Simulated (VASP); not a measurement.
Wanted: the native input for a VASP 6.6.1 run.

| Quantity | Value |
| --- | --- |
| Task | single point |
| Functional | LDA |
| Potentials or basis | VASP PAW LDA potentials, release 64 (Pd) |
| Cutoff | 520 eV |
| k mesh | 9 × 9 × 14 |
| Occupations | fermi-dirac, width 0.1 eV |
| Spin | no spin polarisation |
| Dipole correction | no |
| Further INCAR settings | ALGO = Normal; EDIFF = 1e-06; NBANDS = 22 |

The structure of Pd lies in POSCAR:

```
Pd
1.0
    4.2639966102      0.0000000000      0.0000000000
   -2.1319983051      3.6927293861      0.0000000000
    0.0000000000      0.0000000000      2.5364834933
Pd
3
Direct
    0.0000000000      0.0000000000      0.0000000000
    0.3333333333      0.6666666667      0.5000000000
    0.6666666667      0.3333333333      0.5000000000
```

This isn't the form of Pd at room conditions, which is fcc.

The input as run:

INCAR

```
SYSTEM = Pd
PREC = Accurate ; ENCUT = 520
EDIFF = 1E-6 ; ISMEAR = -1
SIGMA = 0.1 ; LREAL = .FALSE.
LASPH = .TRUE. ; NELM = 60
ALGO = Normal ; ISIF = 2
LWAVE = .FALSE. ; LCHARG = .FALSE.
NBANDS = 22
```

KPOINTS

```
Automatic mesh
0
G
  9 9 14
  0 0 0
```

Potentials or basis: VASP PAW LDA potentials, release 64 (Pd).

Run with:

```sh
$ cat potpaw_LDA.64/Pd/POTCAR > POTCAR
$ mpirun -np 1 vasp_std > vasp.out
```

Results of the run:

The pressure is 22.7 GPa and the band gap on the k mesh is zero (bands 15 and 16 overlap by 1.19 eV).

Caveat: the cell stands under pressure.

Wall time 82 s on 1 thread of Intel Xeon 8259CL, on a shared host, peak memory 0.18 GiB.
